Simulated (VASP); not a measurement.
# Nb (Fm-3m) in VASP: notebook

The runs below take Nb through single point, with b88 exchange, pbe correlation, LDA, PBE0.

All numbers are computed with VASP 6.6.1; they aren't measurements. Logs are shortened: lines on timing, memory, paths and dates and some standing lists are left out, and cuts for length are marked.

## 1. The cell of the first run

The structure is cubic, space group Fm-3m (No. 225). The conventional cell has a = 4.313 Å, b = 4.313 Å, c = 4.313 Å, α = 90.00°, β = 90.00°, γ = 90.00°. Nb (site symmetry m-3m) has 12 Nb at 3.05 Å within 4.0 Å.

This isn't the form of Nb at room conditions, which is bcc.

## 2. Single point, b88 exchange, pbe correlation, collinear spin (20.06 Å³/atom)

Input file INCAR:

```
ALGO = Normal
EDIFF = 1E-6
ENCUT = 500
GGA = LIBXC
GGA_COMPAT = False
ISIF = 2
ISMEAR = 0
ISPIN = 2
LASPH = True
LCHARG = False
LIBXC1 = GGA_X_B88
LIBXC2 = GGA_C_PBE
LMAXMIX = 4
LORBIT = 11
LREAL = False
LWAVE = False
MAGMOM = 0.5
NBANDS = 16
NELM = 200
PREC = Accurate
SIGMA = 0.15
```

Input file KPOINTS:

```
k-points
0
Gamma
  11 11 11
```

Input file POSCAR:

```
Nb
1.0
    0.0000000000      2.1564811194      2.1564811194
    2.1564811194      0.0000000000      2.1564811194
    2.1564811194      2.1564811194      0.0000000000
Nb
1
Direct
    0.0000000000      0.0000000000      0.0000000000
```

Potentials or basis: VASP PAW PBE potentials, release 64 (Nb_sv).

Command:

```console
cat potpaw_PBE.64/Nb_sv/POTCAR > POTCAR
mpirun -np 1 vasp_std > vasp.out
```

OUTCAR:

```text
EDIFF = 1E-6
   ENCUT = 500
   GGA = LIBXC
   ISIF = 2
   ISMEAR = 0
   ISPIN = 2
   LASPH = True
   LORBIT = 11
   LREAL = False
   NELM = 200
   PREC = Accurate

 ion  position               nearest neighbor table
   1  0.000  0.000  0.000-

  LATTYP: Found a face centered cubic cell.
 ALAT       =     4.3129622388

  Lattice vectors:

 A1 = (   0.0000000000,   2.1564811194,   2.1564811194)
 A2 = (   2.1564811194,   0.0000000000,   2.1564811194)
 A3 = (   2.1564811194,   2.1564811194,   0.0000000000)

Analysis of symmetry for initial positions (statically):
=====================================================================
 Subroutine PRICEL returns:
 Original cell was already a primitive cell.

 Routine SETGRP: Setting up the symmetry group for a
 face centered cubic supercell.

 Subroutine GETGRP returns: Found 48 space group operations
 (whereof 48 operations were pure point group operations)
 out of a pool of 48 trial point group operations.

The static configuration has the point symmetry O_h .

Analysis of symmetry for dynamics (positions and initial velocities):
=====================================================================
 Subroutine PRICEL returns:
 Original cell was already a primitive cell.

 Routine SETGRP: Setting up the symmetry group for a
 face centered cubic supercell.

 Subroutine GETGRP returns: Found 48 space group operations
 (whereof 48 operations were pure point group operations)
 out of a pool of 48 trial point group operations.

The dynamic configuration has the point symmetry O_h .

Analysis of structural, dynamic, and magnetic symmetry:
=====================================================================
 Subroutine PRICEL returns:
 Original cell was already a primitive cell.

 Routine SETGRP: Setting up the symmetry group for a
 face centered cubic supercell.

 Subroutine GETGRP returns: Found 48 space group operations
 (whereof 48 operations were pure point group operations)
 out of a pool of 48 trial point group operations.

The overall configuration has the point symmetry O_h .

 Subroutine INISYM returns: Found 48 space group operations
 (whereof 48 operations are pure point group operations),
 and found     1 'primitive' translations

----------------------------------------------------------------------------------------

                                     Primitive cell

  volume of cell :      20.0570

  direct lattice vectors                    reciprocal lattice vectors
     0.000000000  2.156481119  2.156481119    -0.231859206  0.231859206  0.231859206
     2.156481119  0.000000000  2.156481119     0.231859206 -0.231859206  0.231859206
     2.156481119  2.156481119  0.000000000     0.231859206  0.231859206 -0.231859206

  length of vectors
     3.049724846  3.049724846  3.049724846     0.401591925  0.401591925  0.401591925

  position of ions in fractional coordinates (direct lattice)
     0.000000000  0.000000000  0.000000000

  ion indices of the primitive-cell ions
   primitive index   ion index
                 1           1

----------------------------------------------------------------------------------------

 KPOINTS: k-points

Automatic generation of k-mesh.
 Grid dimensions read from file:
 generate k-points for:   11   11   11

 Generating k-lattice:

  Cartesian coordinates                     Fractional coordinates (reciprocal lattice)
    -0.021078110  0.021078110  0.021078110     0.090909091  0.000000000  0.000000000
     0.021078110 -0.021078110  0.021078110     0.000000000  0.090909091  0.000000000
     0.021078110  0.021078110 -0.021078110     0.000000000  0.000000000  0.090909091

  Length of vectors
     0.036508357  0.036508357  0.036508357

  Shift w.r.t. Gamma in fractional coordinates (k-lattice)
     0.000000000  0.000000000  0.000000000

 Subroutine IBZKPT returns following result:
 ===========================================

 Found     56 irreducible k-points:

 Following reciprocal coordinates:
            Coordinates               Weight
  0.000000  0.000000  0.000000      1.000000
  0.090909  0.000000  0.000000      8.000000
  0.181818  0.000000  0.000000      8.000000
  0.272727  0.000000  0.000000      8.000000
  0.363636  0.000000  0.000000      8.000000
  0.454545  0.000000  0.000000      8.000000
[... 16 lines left out ...]
 -0.272727  0.181818  0.000000     24.000000
 -0.181818  0.181818  0.000000     12.000000
 [... further k-points ...]
   k-points           NKPTS =     56   k-points in BZ     NKDIM =     56   number of bands    NBANDS=     16
   number of dos      NEDOS =    301   number of ions     NIONS =      1
   total plane-waves  NPLWV =  13824
   dimension x,y,z NGX =    24 NGY =   24 NGZ =   24
   dimension x,y,z NGXF=    48 NGYF=   48 NGZF=   48
   ions per type =               1
   NGX,Y,Z   is equivalent  to a cutoff of  13.08, 13.08, 13.08 a.u.
   NGXF,Y,Z  is equivalent  to a cutoff of  26.17, 26.17, 26.17 a.u.
 SYSTEM =  unknown system
   PREC   = accura    normal or accurate (medium, high low for compatibility)
   ISTART =      0    job   : 0-new  1-cont  2-samecut
   ICHARG =      2    charge: 1-file 2-atom 10-const
   ISPIN  =      2    spin polarized calculation?
   LNONCOLLINEAR =      F non collinear calculations
   LSORBIT =      F    spin-orbit coupling
   LASPH  =      T    aspherical Exc in radial PAW
   ENCUT  =  500.0 eV  36.75 Ry    6.06 a.u.   5.56  5.56  5.56*2*pi/ulx,y,z
   NELM   =    200;   NELMIN=  2; NELMDL= -5     # of ELM steps
   EDIFF  = 0.1E-05   stopping-criterion for ELM
   LREAL  =      F    real-space projection
   EDIFFG = 0.1E-04   stopping-criterion for IOM
   NSW    =      0    number of steps for IOM
   IBRION =     -1    ionic relax: 0-MD 1-quasi-New 2-CG
   NFREE  =      0    steps in history (QN), initial steepest desc. (CG)
   ISIF   =      2    stress and relaxation
   ISYM   =      2    0-nonsym 1-usesym 2-fastsym
   POTIM  = 0.5000    time-step for ionic-motion
   TEBEG  =    0.0;   TEEND  =   0.0 temperature during run
   PSTRESS=    0.0 pullay stress
   NELECT =      13.0000    total number of electrons
   NUPDOWN=      -1.0000    fix difference up-down
   EMIN   =  10.00;   EMAX   =-10.00  energy-range for DOS
   EFERMI =   0.00;   METHOD = LEGACY
   ISMEAR =     0;   SIGMA  =   0.15  broadening in eV -4-tet -1-fermi 0-gaus
   EFERMI_NEDOS =   21; number of points for ismear=-14 and -15
   IALGO  =     38    algorithm
   IMIX   =      4    mixing-type and parameters
     AMIX     =   0.40;   BMIX     =  1.00
     AMIX_MAG =   1.60;   BMIX_MAG =  1.00
  volume/ion in A,a.u.               =      20.06       135.35
  Fermi-wavevector in a.u.,A,eV,Ry     =   1.416773  2.677313 27.310238  2.007246
  Thomas-Fermi vector in A             =   2.538073
   LORBIT       =     11    0 simple, 1 ext, 2 COOP (PROOUT), +10 PAW based schemes
   GGA     = LIBXC    functional components
   LHFCALC =     F    Hartree Fock is set to
   AEXX    =    0.0000 exact exchange contribution
   IVDW    =     0    specifies the selected vdW correction
   LEPSILON=     F    determine dielectric tensor
   LRPA    =     F    only Hartree local field effects (RPA)
 spin polarized calculation
 Gauss-broadening in eV      SIGMA  =   0.15
  energy-cutoff  :      500.00
  volume of cell :       20.06
 maximum number of plane-waves:       532
   NGX = 11   NGY = 11   NGZ = 11

 number of electron      12.9999999 magnetization      -0.0011881

 number of electron      12.9999999 magnetization       0.0003117

 Free energy of the ion-electron system (eV)
  ---------------------------------------------------
  ext. energy  EPLUGINS =         0.00000000
  ---------------------------------------------------
  free energy    TOTEN  =        -9.74910981 eV

  energy without entropy =       -9.73039533  energy(sigma->0) =       -9.73975257

 E-fermi :  10.0640     XC(G=0): -11.9727

 val. band max:       10.0596925730   @ k =   0.3636   0.0909   0.0000
 cond. band min:      10.1012958794   @ k =   0.3636   0.0000   0.0000
 fundamental gap:      0.0416033064
 Fermi energy:        10.0640338961

 spin component 1

 k-point     1 :       0.0000    0.0000    0.0000
  band No.  band energies     occupation
      1     -44.8522      1.00000
      2     -20.3490      1.00000
      3     -20.3490      1.00000
      4     -20.3490      1.00000
      5       4.0025      1.00000
      6      10.1636      0.17389
[... 8 lines left out ...]
     15      30.6184      0.00000
     16      37.8128      0.00000

 k-point     2 :       0.0909    0.0000    0.0000
  band No.  band energies     occupation
      1     -44.8408      1.00000
      2     -20.4291      1.00000
      3     -20.3592      1.00000
      4     -20.3592      1.00000
      5       4.2852      1.00000
      6       9.9572      0.84309
[... 8 lines left out ...]
     15      32.0409      0.00000
     16      35.7826      0.00000

 k-point     3 :       0.1818    0.0000    0.0000
  band No.  band energies     occupation
      1     -44.8099      1.00000
      2     -20.6399      1.00000
      3     -20.3862      1.00000
      4     -20.3862      1.00000
      5       5.0412      1.00000
      6       9.5483      1.00000
[... 8 lines left out ...]
     15      31.8012      0.00000
     16      33.8292      0.00000
[... 362 lines left out ...]
 k-point    23 :      -0.2727    0.1818    0.0000
  band No.  band energies     occupation
      1     -44.7208      1.00000
      2     -21.0391      1.00000
      3     -20.6562      1.00000
      4     -20.4533      1.00000
      5       7.2243      1.00000
      6       9.0942      1.00000
[... 8 lines left out ...]
     15      30.1513      0.00000
     16      33.9353      0.00000

 k-point    24 :      -0.1818    0.1818    0.0000
  band No.  band energies     occupation
      1     -44.7556      1.00000
      2     -20.8824      1.00000
      3     -20.5721      1.00000
      4     -20.4121      1.00000
      5       6.4631      1.00000
      6       8.9537      1.00000
[... 8 lines left out ...]
     15      31.2611      0.00000
     16      34.6080      0.00000

 [... further k-points ...]

 spin component 2

 k-point     1 :       0.0000    0.0000    0.0000
  band No.  band energies     occupation
      1     -44.8523      1.00000
      2     -20.3490      1.00000
      3     -20.3490      1.00000
      4     -20.3490      1.00000
      5       4.0024      1.00000
      6      10.1638      0.17344
[... 8 lines left out ...]
     15      30.6185      0.00000
     16      37.8128      0.00000

 k-point     2 :       0.0909    0.0000    0.0000
  band No.  band energies     occupation
      1     -44.8408      1.00000
      2     -20.4290      1.00000
      3     -20.3591      1.00000
      4     -20.3591      1.00000
      5       4.2851      1.00000
      6       9.9574      0.84266
[... 8 lines left out ...]
     15      32.0410      0.00000
     16      35.7827      0.00000

 k-point     3 :       0.1818    0.0000    0.0000
  band No.  band energies     occupation
      1     -44.8100      1.00000
      2     -20.6398      1.00000
      3     -20.3862      1.00000
      4     -20.3862      1.00000
      5       5.0412      1.00000
      6       9.5485      1.00000
[... 8 lines left out ...]
     15      31.8013      0.00000
     16      33.8294      0.00000
[... 362 lines left out ...]
 k-point    23 :      -0.2727    0.1818    0.0000
  band No.  band energies     occupation
      1     -44.7209      1.00000
      2     -21.0390      1.00000
      3     -20.6561      1.00000
      4     -20.4532      1.00000
      5       7.2244      1.00000
      6       9.0944      1.00000
[... 8 lines left out ...]
     15      30.1514      0.00000
     16      33.9354      0.00000

 k-point    24 :      -0.1818    0.1818    0.0000
  band No.  band energies     occupation
      1     -44.7556      1.00000
      2     -20.8823      1.00000
      3     -20.5720      1.00000
      4     -20.4120      1.00000
      5       6.4631      1.00000
      6       8.9539      1.00000
[... 8 lines left out ...]
     15      31.2613      0.00000
     16      34.6083      0.00000

 [... further k-points ...]

------------------------ aborting loop because EDIFF is reached ----------------------------------------

  FORCE on cell =-STRESS in cart. coord.  units (eV):
  Direction    XX          YY          ZZ          XY          YZ          ZX
  --------------------------------------------------------------------------------------
  -------------------------------------------------------------------------------------
  Total       -1.3134956     -1.3134956     -1.3134956      0.0000000     -0.0000000      0.0000000
  in kB     -104.9233662   -104.9233662   -104.9233662      0.0000000     -0.0000000      0.0000000
  external PRESSURE =    -104.9233662 kB  Pullay stress =       0.0000000 kB

 VOLUME and BASIS-vectors are now :
 -----------------------------------------------------------------------------
  energy-cutoff  :      500.00
  volume of cell :       20.06
      direct lattice vectors                 reciprocal lattice vectors
     0.000000000  2.156481119  2.156481119    -0.231859206  0.231859206  0.231859206
     2.156481119  0.000000000  2.156481119     0.231859206 -0.231859206  0.231859206
     2.156481119  2.156481119  0.000000000     0.231859206  0.231859206 -0.231859206

 POSITION                                       TOTAL-FORCE (eV/Angst)
 -----------------------------------------------------------------------------------
      0.00000      0.00000      0.00000         0.000000      0.000000      0.000000
 -----------------------------------------------------------------------------------
    total drift:                               -0.000000     -0.000000     -0.000000

  FREE ENERGIE OF THE ION-ELECTRON SYSTEM (eV)
  ---------------------------------------------------
  free  energy   TOTEN  =        -9.7491098099 eV

  energy  without entropy=       -9.7303953307  energy(sigma->0) =       -9.73975257

 total charge

# of ion       s       p       d       tot
------------------------------------------
    1        2.212   5.992   2.364  10.568

 magnetization (x)

# of ion       s       p       d       tot
------------------------------------------
    1       -0.000   0.000   0.000   0.000
```

Run time: 24 s. Hardware: 1 thread of AMD EPYC 9R45 (Zen 5), shared host; peak memory 0.13 GiB.

What came out:

```yaml
Free_energy: -9.7491 eV
Pressure: -10.5 GPa
Net_moment: 0.00 μB per cell
Valence_electrons_inside_the_program's_atomic_spheres: Nb 10.57
```

Caveat: the cell stands under tension; the PAW data sets were made with another functional, which shifts forces and pressure a little.

(Part 1 of 2 ends here.)
